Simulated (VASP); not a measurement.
# IrRh5 in VASP: single point with PBE

Aim: the single point of IrRh5 with PBE.

Program: VASP 6.6.1. These are calculated values, not measurements. Logs are shortened: lines on timing, memory, paths and dates and some standing lists are left out, and cuts for length are marked.

## Step 1: The cell of the first run

The typed cell holds 12 atoms: a = 2.718 Å, b = 5.436 Å, c = 11.497 Å, α = 90.00°, β = 90.00°, γ = 90.00°.

## Step 2: Single point, PBE

INCAR reads:

```
PREC     = Accurate       # precision mode
ENCUT    = 520            # plane-wave cutoff, eV
EDIFF    = 1E-6           # SCF threshold, eV
ISMEAR   = 0              # smearing method
SIGMA    = 0.2            # smearing width, eV
LREAL    = F              # projectors in reciprocal space
LASPH    = T              # aspherical terms in the spheres
NELM     = 80             # most SCF steps
ALGO     = Fast           # electronic algorithm
ISIF     = 2              # what is computed and relaxed
LWAVE    = F              # write WAVECAR
LCHARG   = F              # write CHGCAR
GGA      = PE             # functional
NBANDS   = 96             # bands
```

KPOINTS reads:

```
regular mesh
0
Gamma
  8 4 2
```

POSCAR reads:

```
IrRh5
1.0
    2.7179868906     -0.0000003128      0.0000477807
    0.0000011260      5.4356797171      0.0000113767
   -0.0002762599      0.0004781914     11.4969482366
Ir Rh
2 10
Direct
    0.0000384360      0.5000242277     -0.0000075882
   -0.0000255921      0.0000087074     -0.0000127964
    0.0000177532      0.4999758578      0.6654618574
   -0.0001487455      0.0000251990      0.6654490341
    0.4999808419      0.2500027821      0.8341986488
    0.5000094684      0.7500285709      0.8341793434
    0.4999771890      0.2499683974      0.1657954824
    0.5000433990      0.7500385735      0.1658076123
   -0.0000121782      0.0000000461      0.3345461897
    0.0000493577      0.4999735054      0.3345487126
    0.5000212824      0.2499869795      0.5000213049
    0.5000487883      0.7499671532      0.5000121989
```

Potentials or basis: VASP PAW PBE potentials, release 64 (Ir, Rh_pv).

The run is started by

```
$ cat potpaw_PBE.64/Ir/POTCAR potpaw_PBE.64/Rh_pv/POTCAR > POTCAR
$ mpirun -np 1 vasp_std > vasp.out
```

OUTCAR:

```text
PREC = Accurate
   ENCUT = 520
   EDIFF = 1E-6
   ISMEAR = 0
   LREAL = F
   LASPH = T
   NELM = 80
   ISIF = 2
   GGA = PE

 ion  position               nearest neighbor table
   1  0.000  0.500  1.000-   5 2.71   6 2.71   7 2.71   6 2.71   5 2.71   8 2.71   8 2.71   7 2.71
                             2 2.72   2 2.72
   2  1.000  0.000  1.000-   5 2.71   5 2.71   8 2.71   7 2.71   6 2.71   7 2.71   6 2.71   8 2.71
                             1 2.72   1 2.72
   3  0.000  0.500  0.665-  12 2.70  11 2.70  11 2.70  12 2.70   4 2.72   4 2.72   5 2.73   5 2.73
                             6 2.73   6 2.73
   4  1.000  0.000  0.665-  11 2.70  12 2.70  11 2.70  12 2.70   3 2.72   3 2.72   6 2.73   5 2.73
                             6 2.73   5 2.73
   5  0.500  0.250  0.834-   2 2.71   2 2.71   1 2.71   1 2.71   6 2.72   6 2.72   3 2.73   4 2.73
                             3 2.73   4 2.73
   6  0.500  0.750  0.834-   2 2.71   1 2.71   2 2.71   1 2.71   5 2.72   5 2.72   4 2.73   3 2.73
                             3 2.73   4 2.73
   7  0.500  0.250  0.166-   2 2.71   2 2.71   1 2.71   1 2.71   8 2.72   8 2.72   9 2.73   9 2.73
                            10 2.73  10 2.73
   8  0.500  0.750  0.166-   2 2.71   2 2.71   1 2.71   1 2.71   7 2.72   7 2.72   9 2.73   9 2.73
                            10 2.73  10 2.73
   9  1.000  0.000  0.335-  12 2.70  11 2.70  11 2.70  12 2.70  10 2.72  10 2.72   8 2.73   7 2.73
                             7 2.73   8 2.73
  10  0.000  0.500  0.335-  11 2.70  12 2.70  12 2.70  11 2.70   9 2.72   9 2.72   7 2.73   8 2.73
                             8 2.73   7 2.73
  11  0.500  0.250  0.500-   4 2.70   4 2.70   3 2.70   3 2.70  10 2.70  10 2.70   9 2.70   9 2.70
                            12 2.72  12 2.72
  12  0.500  0.750  0.500-   4 2.70   3 2.70   3 2.70   9 2.70  10 2.70  10 2.70   9 2.70   4 2.70
                            11 2.72  11 2.72

  LATTYP: Found a simple monoclinic cell.
 ALAT       =     5.4356797171
 B/A-ratio  =     0.5000270495
 C/A-ratio  =     2.1150893445
 COS(beta)  =    -0.0000436859

  Lattice vectors:

 A1 = (   0.0000011260,   5.4356797171,   0.0000113767)
 A2 = (   2.7179868906,  -0.0000003128,   0.0000477807)
 A3 = (   0.0002762599,  -0.0004781914, -11.4969482366)

Analysis of symmetry for initial positions (statically):
=====================================================================
 Subroutine PRICEL returns:
 Original cell was already a primitive cell.

 Routine SETGRP: Setting up the symmetry group for a
 simple monoclinic supercell.

 Subroutine GETGRP returns: Found  1 space group operations
[... 151 lines left out ...]
   EFERMI =   0.00;   METHOD = LEGACY
   ISMEAR =     0;   SIGMA  =   0.20  broadening in eV -4-tet -1-fermi 0-gaus
   EFERMI_NEDOS =   21; number of points for ismear=-14 and -15
   IALGO  =     68    algorithm
   IMIX   =      4    mixing-type and parameters
     AMIX     =   0.40;   BMIX     =  1.00
     AMIX_MAG =   1.60;   BMIX_MAG =  1.00
  volume/ion in A,a.u.               =      14.15        95.52
  Fermi-wavevector in a.u.,A,eV,Ry     =   1.631110  3.082352 36.198583  2.660521
  Thomas-Fermi vector in A             =   2.723300
   LORBIT       =      0    0 simple, 1 ext, 2 COOP (PROOUT), +10 PAW based schemes
   GGA     = PE    functional components
   LHFCALC =     F    Hartree Fock is set to
   AEXX    =    0.0000 exact exchange contribution
   IVDW    =     0    specifies the selected vdW correction
   LEPSILON=     F    determine dielectric tensor
   LRPA    =     F    only Hartree local field effects (RPA)
 non-spin polarized calculation
 RMM-DIIS sequential band-by-band and
 Gauss-broadening in eV      SIGMA  =   0.20
  energy-cutoff  :      520.00
  volume of cell :      169.86
 maximum number of plane-waves:      4628
   NGX = 11   NGY = 21   NGZ = 43

 number of electron     168.0000087 magnetization

 Free energy of the ion-electron system (eV)
  ---------------------------------------------------
  ext. energy  EPLUGINS =         0.00000000
  ---------------------------------------------------
  free energy    TOTEN  =       -90.39622864 eV

  energy without entropy =      -90.05166926  energy(sigma->0) =      -90.22394895

 E-fermi :  11.2219     XC(G=0): -13.8682

 val. band max:       11.2215062274   @ k =   0.3750  -0.2500   0.0000
 cond. band min:      11.2232293057   @ k =   0.1250  -0.2500  -0.0000
 fundamental gap:      0.0017230782
 Fermi energy:        11.2219040161

 k-point     1 :       0.0000    0.0000    0.0000
  band No.  band energies     occupation
      1     -35.7782      2.00000
      2     -35.7442      2.00000
      3     -35.7246      2.00000
      4     -35.7202      2.00000
      5     -35.6631      2.00000
      6     -35.6614      2.00000
[... 2365 lines left out ...]
     95      12.0041      0.00000
     96      12.2523      0.00000

 [... further k-points ...]

------------------------ aborting loop because EDIFF is reached ----------------------------------------

  FORCE on cell =-STRESS in cart. coord.  units (eV):
  Direction    XX          YY          ZZ          XY          YZ          ZX
  --------------------------------------------------------------------------------------
  -------------------------------------------------------------------------------------
  Total       -0.1598099      0.0877086      0.1450817      0.0001638     -0.0081897     -0.0150574
  in kB       -1.5074069      0.8273112      1.3684835      0.0015447     -0.0772490     -0.1420291
  external PRESSURE =       0.2294626 kB  Pullay stress =       0.0000000 kB

 VOLUME and BASIS-vectors are now :
 -----------------------------------------------------------------------------
  energy-cutoff  :      520.00
  volume of cell :      169.86
      direct lattice vectors                 reciprocal lattice vectors
     2.717986891 -0.000000313  0.000047781     0.367919361 -0.000000076  0.000008841
     0.000001126  5.435679717  0.000011377     0.000000021  0.183969633 -0.000007652
    -0.000276260  0.000478191 11.496948237    -0.000001529 -0.000000182  0.086979604

 POSITION                                       TOTAL-FORCE (eV/Angst)
 -----------------------------------------------------------------------------------
     -0.00017      2.71845     11.49687        -0.001114     -0.000466      0.004414
      2.71764      0.00053     11.49685         0.000728     -0.000600      0.004019
     -0.00014      2.71803      7.65079        -0.000239      0.002311      0.013870
      2.71740      0.00045      7.65068         0.002395     -0.001716      0.014263
      1.35871      1.35933      9.59077         0.000395      0.000760     -0.036399
      1.35879      4.07731      9.59055        -0.000243     -0.001738     -0.035733
      1.35889      1.35883      1.90617         0.000407      0.003834      0.030600
      1.35907      4.07705      1.90631        -0.000917     -0.002979      0.029297
      2.71786      0.00016      3.84631         0.000740     -0.000938     -0.005329
      0.00004      2.71786      3.84629        -0.000236      0.000537     -0.007279
      1.35891      1.35909      5.74875        -0.000688     -0.000330     -0.006930
      1.35899      4.07682      5.74865        -0.001227      0.001326     -0.004794
 -----------------------------------------------------------------------------------
    total drift:                               -0.000027      0.000097     -0.000510

  FREE ENERGIE OF THE ION-ELECTRON SYSTEM (eV)
  ---------------------------------------------------
  free  energy   TOTEN  =       -90.3962286387 eV

  energy  without entropy=      -90.0516692557  energy(sigma->0) =      -90.22394895
```

OSZICAR:

```text
N       E                     dE             d eps       ncg     rms          rms(c)
DAV:   1     0.241450867260E+04    0.24145E+04   -0.99414E+04  7168   0.200E+03
DAV:   2     0.399946023793E+02   -0.23745E+04   -0.23249E+04  7064   0.649E+02
DAV:   3    -0.890194463516E+02   -0.12901E+03   -0.11598E+03  8368   0.151E+02
DAV:   4    -0.965422457299E+02   -0.75228E+01   -0.70193E+01  8288   0.322E+01
[... 50 lines left out ...]
RMM:  55    -0.903962243237E+02   -0.14029E-05   -0.13975E-05   458   0.135E-03    0.843E-03
RMM:  56    -0.903962256219E+02   -0.12981E-05   -0.13420E-05   674   0.138E-03    0.842E-03
RMM:  57    -0.903962267236E+02   -0.11017E-05   -0.10949E-05   455   0.134E-03    0.860E-03
RMM:  58    -0.903962277783E+02   -0.10547E-05   -0.10708E-05   511   0.135E-03    0.868E-03
RMM:  59    -0.903962286387E+02   -0.86040E-06   -0.86055E-06   436   0.133E-03
   1 F= -.90396229E+02 E0= -.90223949E+02  d E =-.344559E+00
```

stdout:

```text
POSCAR found type information on POSCAR IrRh
 POSCAR found :  2 types and      12 ions
 scaLAPACK will be used
 LDA part: xc-table for (Slater+PW92), standard interpolation
 POSCAR, INCAR and KPOINTS ok, starting setup
 FFT: planning ... GRIDC
 FFT: planning ... GRID_SOFT
 FFT: planning ... GRID
 WAVECAR not read
 entering main loop
WARNING in EDDRMM: call to ZHEGV failed, returncode =   8  4     89
WARNING in EDDRMM: call to ZHEGV failed, returncode =   6  3     94
WARNING in EDDRMM: call to ZHEGV failed, returncode =   8  4     89
WARNING in EDDRMM: call to ZHEGV failed, returncode =   6  3     94
WARNING in EDDRMM: call to ZHEGV failed, returncode =   8  4     89
```

Wall time 21 min (1 thread of Intel Xeon Platinum 8488C (Sapphire Rapids), shared host); peak memory 0.54 GiB.

What came out:

```
Free energy            : -90.3962 eV
Pressure               : 0.0 GPa
Largest force          : 0.036 eV/Å
Band gap on the k mesh : zero (bands 84 and 85 overlap by 1.89 eV)
```

Forces on the atoms (eV/Å):
```
Ir  -0.001  0.000  0.004
Ir   0.001 -0.001  0.004
Rh   0.000  0.002  0.014
Rh   0.002 -0.002  0.014
Rh   0.000  0.001 -0.036
Rh   0.000 -0.002 -0.036
Rh   0.000  0.004  0.031
Rh  -0.001 -0.003  0.029
Rh   0.001 -0.001 -0.005
Rh   0.000  0.001 -0.007
Rh  -0.001  0.000 -0.007
Rh  -0.001  0.001 -0.005
```

Caveat: spin-orbit coupling is left out, which moves the levels of the heavy elements.
